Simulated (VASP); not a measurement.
Input of a VASP 6.6.1 run:

Contents of INCAR:

```
  PREC = Accurate
  ENCUT = 520
  EDIFF = 1E-6
  ISMEAR = 0
  SIGMA = 0.15
  LREAL = False
  LASPH = True
  NELM = 100
  ALGO = Normal
  ISIF = 2
  LWAVE = False
  LCHARG = True
  GGA = PS
  LELF = True
  LVHAR = True
  NBANDS = 28
```

File KPOINTS:

```
regular mesh
0
Gamma
  12 12 10
```

POSCAR

```
SnO
1.0
    3.9195382016      0.0000000000      0.0000000000
    0.0000000000      3.9195382016      0.0000000000
    0.0000000000      0.0000000000      4.6105896261
Sn O
2 2
Direct
    0.0000000000      0.5000000000      0.2423986461
    0.5000000000      0.0000000000      0.7576013539
    0.0000000000      0.0000000000      0.0000000000
    0.5000000000      0.5000000000      0.0000000000
```

Potentials or basis: VASP PAW PBE potentials, release 64 (Sn_d, O).

Command:

```sh
$ cat potpaw_PBE.64/Sn_d/POTCAR potpaw_PBE.64/O/POTCAR > POTCAR
$ mpirun -np 1 vasp_std > vasp.out
```

Predict the pressure.

-3.2 GPa.

What does it give for the band gap on the k mesh?

0.30 eV (least direct gap 1.73 eV).

What does it give for the largest force?

0.060 eV/Å.

Forces on the atoms (eV/Å):
```
Sn   0.000  0.000 -0.060
Sn   0.000  0.000  0.060
O    0.000  0.000  0.000
O    0.000  0.000  0.000
```

Caveat: the cell differs from its parent crystal (strain +0.030 along x and y, -0.030 along z); the cell stands under tension; the PAW data sets were made with another functional, which shifts forces and pressure a little; spin-orbit coupling is left out, which moves the levels of the heavy elements. A k mesh can miss the band edges.
